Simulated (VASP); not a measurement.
# SiSn2 (P6/mmm) in VASP: notebook

Runs on SiSn2. Level: r2SCAN. Tasks: single point, relaxation of cell and atoms.

Program: VASP 6.6.1. These are calculated values, not measurements. Logs are shortened: lines on timing, memory, paths and dates and some standing lists are left out, and cuts for length are marked.

### 1 The cell of the first run

Symmetry: P6/mmm, No. 191, hexagonal system. Conventional cell: a = 4.052 Å, b = 4.052 Å, c = 4.375 Å, α = 90.00°, β = 90.00°, γ = 120.00°. Si (site symmetry 6/mmm) has 12 Sn at 3.20 Å and 6 Si at 4.05 Å within 4.2 Å. Within 3.1 Å of Sn (site symmetry -6m2) lie 3 Sn at 2.34 Å.

### 2 Single point, r2SCAN

POSCAR reads:

```
SiSn2
1.0
    4.0516841694      0.0000000000      0.0000000000
   -2.0258420847      3.5088614188      0.0000000000
    0.0000000000      0.0000000000      4.3747420433
Si Sn
1 2
Direct
    0.0000000000      0.0000000000      0.0000000000
    0.3333333333      0.6666666667      0.5000000000
    0.6666666667      0.3333333333      0.5000000000
```

INCAR.step1 reads:

```
ALGO     = Normal         # electronic algorithm
EDIFF    = 1E-4           # SCF threshold, eV
ENCUT    = 520            # plane-wave cutoff, eV
GGA      = PE             # functional
ISMEAR   = 0              # smearing method
LASPH    = True           # aspherical terms in the spheres
LCHARG   = False          # write CHGCAR
LREAL    = False          # projectors in reciprocal space
LWAVE    = True           # write WAVECAR
NBANDS   = 23             # bands
NELM     = 80             # most SCF steps
PREC     = Accurate       # precision mode
SIGMA    = 0.1            # smearing width, eV
```

INCAR.step2 reads:

```
ALGO     = Normal         # electronic algorithm
EDIFF    = 1E-6           # SCF threshold, eV
ENCUT    = 520            # plane-wave cutoff, eV
ISIF     = 2              # what is computed and relaxed
ISMEAR   = 0              # smearing method
ISTART   = 1            
LASPH    = True           # aspherical terms in the spheres
LCHARG   = False          # write CHGCAR
LMIXTAU  = True         
LREAL    = False          # projectors in reciprocal space
LWAVE    = False          # write WAVECAR
METAGGA  = R2SCAN         # meta-GGA
NBANDS   = 23             # bands
NELM     = 80             # most SCF steps
PREC     = Accurate       # precision mode
SIGMA    = 0.1            # smearing width, eV
```

KPOINTS reads:

```
k-points
0
Gamma
  6 6 4
```

Potentials or basis: VASP PAW PBE potentials, release 64 (Si, Sn_d).

Run with:

```sh
$ cat potpaw_PBE.64/Si/POTCAR potpaw_PBE.64/Sn_d/POTCAR > POTCAR
$ cp INCAR.step1 INCAR
$ mpirun -np 1 vasp_std > vasp.out
$ cp INCAR.step2 INCAR
$ mpirun -np 1 vasp_std > vasp.out
```

OUTCAR:

```text
EDIFF = 1E-6
   ENCUT = 520
   ISIF = 2
   ISMEAR = 0
   ISTART = 1
   LASPH = True
   LREAL = False
   METAGGA = R2SCAN
   NELM = 80
   PREC = Accurate

 ion  position               nearest neighbor table
   1  0.000  0.000  0.000-   2 3.20   3 3.20   2 3.20   3 3.20   2 3.20   2 3.20   3 3.20   3 3.20
                             3 3.20   3 3.20   2 3.20   2 3.20
   2  0.333  0.667  0.500-   3 2.34   3 2.34   3 2.34   1 3.20   1 3.20   1 3.20   1 3.20   1 3.20
                             1 3.20
   3  0.667  0.333  0.500-   2 2.34   2 2.34   2 2.34   1 3.20   1 3.20   1 3.20   1 3.20   1 3.20
                             1 3.20

  LATTYP: Found a hexagonal cell.
 ALAT       =     4.0516841694
 C/A-ratio  =     1.0797342193

  Lattice vectors:

 A1 = (   4.0516841694,   0.0000000000,   0.0000000000)
 A2 = (  -2.0258420847,   3.5088614188,   0.0000000000)
 A3 = (   0.0000000000,   0.0000000000,   4.3747420433)

Analysis of symmetry for initial positions (statically):
=====================================================================
 Subroutine PRICEL returns:
 Original cell was already a primitive cell.

 Routine SETGRP: Setting up the symmetry group for a
 hexagonal supercell.

 Subroutine GETGRP returns: Found 24 space group operations
 (whereof 24 operations were pure point group operations)
 out of a pool of 24 trial point group operations.

The static configuration has the point symmetry D_6h.

Analysis of symmetry for dynamics (positions and initial velocities):
=====================================================================
 Subroutine PRICEL returns:
 Original cell was already a primitive cell.

 Routine SETGRP: Setting up the symmetry group for a
 hexagonal supercell.

 Subroutine GETGRP returns: Found 24 space group operations
 (whereof 24 operations were pure point group operations)
 out of a pool of 24 trial point group operations.

The dynamic configuration has the point symmetry D_6h.

 Subroutine INISYM returns: Found 24 space group operations
 (whereof 24 operations are pure point group operations),
 and found     1 'primitive' translations

----------------------------------------------------------------------------------------

                                     Primitive cell

  volume of cell :      62.1948

  direct lattice vectors                    reciprocal lattice vectors
[... 82 lines left out ...]
   LASPH  =      T    aspherical Exc in radial PAW
   ENCUT  =  520.0 eV  38.22 Ry    6.18 a.u.   7.53  7.53  8.13*2*pi/ulx,y,z
   NELM   =     80;   NELMIN=  2; NELMDL=  0     # of ELM steps
   EDIFF  = 0.1E-05   stopping-criterion for ELM
   LREAL  =      F    real-space projection
   EDIFFG = 0.1E-04   stopping-criterion for IOM
   NSW    =      0    number of steps for IOM
   IBRION =     -1    ionic relax: 0-MD 1-quasi-New 2-CG
   NFREE  =      0    steps in history (QN), initial steepest desc. (CG)
   ISIF   =      2    stress and relaxation
   ISYM   =      2    0-nonsym 1-usesym 2-fastsym
   POTIM  = 0.5000    time-step for ionic-motion
   TEBEG  =    0.0;   TEEND  =   0.0 temperature during run
   PSTRESS=    0.0 pullay stress
   NELECT =      32.0000    total number of electrons
   NUPDOWN=      -1.0000    fix difference up-down
   EMIN   =  10.00;   EMAX   =-10.00  energy-range for DOS
   EFERMI =   0.00;   METHOD = LEGACY
   ISMEAR =     0;   SIGMA  =   0.10  broadening in eV -4-tet -1-fermi 0-gaus
   EFERMI_NEDOS =   21; number of points for ismear=-14 and -15
   IALGO  =     38    algorithm
   IMIX   =      4    mixing-type and parameters
     AMIX     =   0.40;   BMIX     =  1.00
     AMIX_MAG =   1.60;   BMIX_MAG =  1.00
  volume/ion in A,a.u.               =      20.73       139.90
  Fermi-wavevector in a.u.,A,eV,Ry     =   1.311817  2.478976 23.413790  1.720865
  Thomas-Fermi vector in A             =   2.442253
   LORBIT       =      0    0 simple, 1 ext, 2 COOP (PROOUT), +10 PAW based schemes
   METAGGA = R2SCAN    functional components
   LHFCALC =     F    Hartree Fock is set to
   AEXX    =    0.0000 exact exchange contribution
   IVDW    =     0    specifies the selected vdW correction
   LEPSILON=     F    determine dielectric tensor
   LRPA    =     F    only Hartree local field effects (RPA)
 non-spin polarized calculation
 Gauss-broadening in eV      SIGMA  =   0.10
  energy-cutoff  :      520.00
  volume of cell :       62.19
 maximum number of plane-waves:      1696
   NGX = 15   NGY = 15   NGZ = 17

 number of electron      31.9999984 magnetization

 Free energy of the ion-electron system (eV)
  ---------------------------------------------------
  ext. energy  EPLUGINS =         0.00000000
  ---------------------------------------------------
  free energy    TOTEN  =       -51.65978858 eV

  energy without entropy =      -51.65027887  energy(sigma->0) =      -51.65503373

 E-fermi :  10.1724     XC(G=0): -11.7295

 val. band max:       10.1562223462   @ k =   0.3333   0.1667   0.0000
 cond. band min:      10.1854707731   @ k =   0.1667   0.0000   0.5000
 fundamental gap:      0.0292484269
 Fermi energy:        10.1723717699

 k-point     1 :       0.0000    0.0000    0.0000
  band No.  band energies     occupation
      1     -13.9287      2.00000
      2     -13.8546      2.00000
      3     -13.8546      2.00000
      4     -13.5680      2.00000
      5     -13.5680      2.00000
      6     -13.2085      2.00000
[... 535 lines left out ...]
     22      19.7849      0.00000
     23      20.1419      0.00000

------------------------ aborting loop because EDIFF is reached ----------------------------------------

  FORCE on cell =-STRESS in cart. coord.  units (eV):
  Direction    XX          YY          ZZ          XY          YZ          ZX
  --------------------------------------------------------------------------------------
  -------------------------------------------------------------------------------------
  Total       24.6888805     24.6888805      1.1535378      0.0000000      0.0000000     -0.0000000
  in kB      636.0008986    636.0008986     29.7158500      0.0000000      0.0000000     -0.0000000
  external PRESSURE =     433.9058824 kB  Pullay stress =       0.0000000 kB

 VOLUME and BASIS-vectors are now :
 -----------------------------------------------------------------------------
  energy-cutoff  :      520.00
  volume of cell :       62.19
      direct lattice vectors                 reciprocal lattice vectors
     4.051684169  0.000000000  0.000000000     0.246810945  0.142496366  0.000000000
    -2.025842085  3.508861419  0.000000000     0.000000000  0.284992731  0.000000000
     0.000000000  0.000000000  4.374742043     0.000000000  0.000000000  0.228584906

 POSITION                                       TOTAL-FORCE (eV/Angst)
 -----------------------------------------------------------------------------------
      0.00000      0.00000      0.00000         0.000000      0.000000      0.000000
     -0.00000      2.33924      2.18737         0.000000      0.000000     -0.000000
      2.02584      1.16962      2.18737        -0.000000      0.000000      0.000000
 -----------------------------------------------------------------------------------
    total drift:                                0.000000      0.000000      0.000000

  FREE ENERGIE OF THE ION-ELECTRON SYSTEM (eV)
  ---------------------------------------------------
  free  energy   TOTEN  =       -51.6597885829 eV

  energy  without entropy=      -51.6502788711  energy(sigma->0) =      -51.65503373
```

Run time: 51 s. Hardware: 1 thread of Intel Xeon 6975P-C (Granite Rapids), shared host; peak memory 0.19 GiB.

Results:

* Free energy: -51.6598 eV
* Pressure: 43.4 GPa
* Band gap on the k mesh: zero (band 16 reaches 10.95 eV, above the bottom of band 17 at 9.66 eV)

Levels at points of the mesh, in eV from the Fermi level:
```tsv
k point	band 12	band 13	band 14	band 15	band 16	band 17	band 18	band 19	band 20	band 21
(0.00, 0.00, 0.00)	-5.78	-5.30	-1.81	-1.81	-0.51	-0.51	1.22	2.75	5.32	6.71
(0.50, 0.00, 0.00)	-10.81	-5.07	-4.95	-1.65	-1.65	-0.29	0.65	2.44	3.67	6.61
(0.00, 0.00, 0.50)	-10.10	-1.39	-1.39	0.77	0.77	0.96	1.12	2.05	2.31	2.31
(0.50, 0.00, 0.50)	-9.55	-7.82	-5.56	-4.16	-1.06	-0.33	0.28	6.20	6.52	9.61
```

Caveat: the PAW data sets were made with another functional, which shifts forces and pressure a little; spin-orbit coupling is left out, which moves the levels of the heavy elements.

### 3 Single point, r2SCAN

This run uses another cell than the first one, of 23.83 Å³/atom, 1.150 times its volume.

POSCAR reads:

```
SiSn2
1.0
    5.1541992701      0.0000000000      0.0000000000
   -2.5770996351      4.4636675041      0.0000000000
    0.0000000000      0.0000000000      3.1077978017
Si Sn
1 2
Direct
    0.0000000000      0.0000000000      0.0000000000
    0.3333333333      0.6666666667      0.5000000000
    0.6666666667      0.3333333333      0.5000000000
```

INCAR.step1 reads:

```
PREC = Accurate
ENCUT = 520
ISMEAR = 0
SIGMA = 0.1
LREAL = F
LASPH = T
NELM = 100
NBANDS = 23
GGA = PE
ALGO = Normal
EDIFF = 1E-4
LWAVE = T
LCHARG = F
```

INCAR.step2 reads:

```
PREC = Accurate
ENCUT = 520
EDIFF = 1E-6
ISMEAR = 0
SIGMA = 0.1
LREAL = F
LASPH = T
NELM = 100
ALGO = Normal
ISIF = 2
LWAVE = F
LCHARG = F
METAGGA = R2SCAN
LMIXTAU = T
NBANDS = 23
ISTART = 1
```

KPOINTS reads:

```
regular mesh
0
Gamma
  6 6 4
```

Potentials or basis: VASP PAW PBE potentials, release 64 (Si, Sn_d).

Run with:

```sh
$ cat potpaw_PBE.64/Si/POTCAR potpaw_PBE.64/Sn_d/POTCAR > POTCAR
$ cp INCAR.step1 INCAR
$ mpirun -np 1 vasp_std > vasp.out
$ cp INCAR.step2 INCAR
$ mpirun -np 1 vasp_std > vasp.out
```

It took 44 s on 1 thread of Intel Xeon 6975P-C (Granite Rapids), shared host; peak memory 0.21 GiB.

It converged, with:

```yaml
Free_energy: -56.2168 eV
Pressure: 0.2 GPa
Band_gap_on_the_k_mesh: zero (band 16 reaches 9.59 eV, above the bottom of band 17 at 5.23 eV)
```

Stress tensor (GPa, compression positive):
```
0.12 0.00 0.00
0.00 0.12 0.00
0.00 0.00 0.24
```

Levels at points of the mesh, in eV from the Fermi level:
```csv
k point,band 12,band 13,band 14,band 15,band 16,band 17,band 18,band 19,band 20,band 21
"(0.00, 0.00, 0.00)",-6.02,-5.30,-3.15,-3.15,-2.94,-2.94,3.26,6.82,7.87,8.31
"(0.50, 0.00, 0.00)",-10.21,-6.94,-5.20,1.20,1.24,2.49,3.12,4.55,4.58,5.93
"(0.00, 0.00, 0.50)",-7.65,-1.86,-1.45,-1.18,-0.58,-0.54,-0.54,0.20,0.20,1.86
"(0.50, 0.00, 0.50)",-6.40,-6.18,-4.75,-2.48,-2.16,-1.88,-0.29,3.58,4.27,6.52
```

Caveat: the k points lie up to 0.51 Å⁻¹ apart; the PAW data sets were made with another functional, which shifts forces and pressure a little; spin-orbit coupling is left out, which moves the levels of the heavy elements.

(Continued in part 2 of 3.)
